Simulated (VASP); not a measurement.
HgTe:

```
Hg Te
1.0
     4.19730    0.00000    0.00000
     0.00000    4.19730    0.00000
     0.00000    0.00000    6.28560
Hg Te
2 2
Direct
  0.00000 0.00000 0.00000
  0.50000 0.50000 0.00000
  0.00000 0.50000 0.22795
  0.50000 0.00000 0.77205
```

- Program: VASP 6.6.1
- Task: relaxation of cell and atoms
- Functional: PBE
- Dispersion: D3(BJ)
- Potentials or basis: VASP PAW PBE potentials, release 64 (Hg, Te)
- Cutoff: 600 eV
- k mesh: 4 × 4 × 4
- Occupations: gaussian, width 0.1 eV
- Spin: no spin polarisation

At the start: pressure 38.0 GPa; volume 27.68 Å³/atom.

Where does the relaxation end?

Over 32 steps the energy falls by 1276.8 meV/atom and the volume is 28.89 Å³/atom (+4.4 %); space group P4/nmm (No. 129, to 0.05 Å).

The path:
| step | energy change (eV) | largest force (eV/Å) | pressure (GPa) | volume (Å³) |
| --- | --- | --- | --- | --- |
| 1 | 0.0000 | 8.5743 | 38.03 | 110.74 |
| 2 | -1.1024 | 1.4353 | -4.50 | 252.71 |
| 3 | -4.5512 | 0.3656 | -2.57 | 158.93 |
| 4 | -4.6120 | 0.1066 | -1.71 | 154.81 |
| 5 | -4.6420 | 0.3366 | -0.15 | 148.94 |
| 6 | -4.6424 | 0.2680 | -0.38 | 149.78 |
| 7 | -4.6557 | 0.2882 | -0.34 | 148.49 |
| 8 | -4.6969 | 0.3602 | -0.18 | 144.62 |
| 9 | -4.7825 | 0.5212 | 0.33 | 136.95 |
| 10 | -4.9228 | 0.8706 | 2.31 | 121.79 |
| 11 | -4.1691 | 1.3556 | 17.65 | 92.25 |
| 12 | -4.7656 | 1.5685 | 5.43 | 116.85 |
| 13 | -4.6379 | 1.7340 | 9.90 | 104.46 |
| 14 | -4.7225 | 1.7190 | 7.36 | 110.87 |
| 15 | -4.7238 | 1.7148 | 7.37 | 110.81 |
| 16 | -4.7278 | 1.7015 | 7.36 | 110.62 |
| 17 | -4.7353 | 1.6736 | 7.37 | 110.24 |
| 18 | -4.7488 | 1.6215 | 7.47 | 109.49 |
| 19 | -4.7696 | 1.5157 | 7.62 | 107.98 |
| 20 | -4.7839 | 1.3031 | 8.16 | 104.95 |
| 21 | -4.8051 | 1.2572 | 7.88 | 105.32 |
| 22 | -4.8637 | 1.1218 | 6.85 | 106.43 |
| 23 | -4.9595 | 0.8692 | 5.03 | 108.69 |
| 24 | -5.0746 | 0.4284 | 1.97 | 113.29 |
| 25 | -5.0561 | 0.2391 | -2.29 | 122.89 |
| 26 | -5.1025 | 0.0831 | -0.31 | 117.69 |
| 27 | -5.1028 | 0.1135 | -0.09 | 117.26 |
| 28 | -5.1030 | 0.1111 | -0.11 | 117.22 |
| 29 | -5.1035 | 0.1047 | -0.08 | 117.11 |
| 30 | -5.1045 | 0.0912 | -0.08 | 116.89 |
| 31 | -5.1060 | 0.0643 | -0.06 | 116.45 |
| 32 | -5.1073 | 0.0112 | 0.06 | 115.57 |

Final structure:
```
CELL_PARAMETERS angstrom
4.78955 0.00000 0.00000
0.00000 4.78955 0.00000
0.00000 0.00000 5.03790
ATOMIC_POSITIONS crystal
Hg 0.00000 0.00000 0.00000
Hg 0.50000 0.50000 0.00000
Te 0.00000 0.50000 0.34003
Te 0.50000 0.00000 0.65997
```

Caveat: the k points lie up to 0.33 Å⁻¹ apart in the final cell.
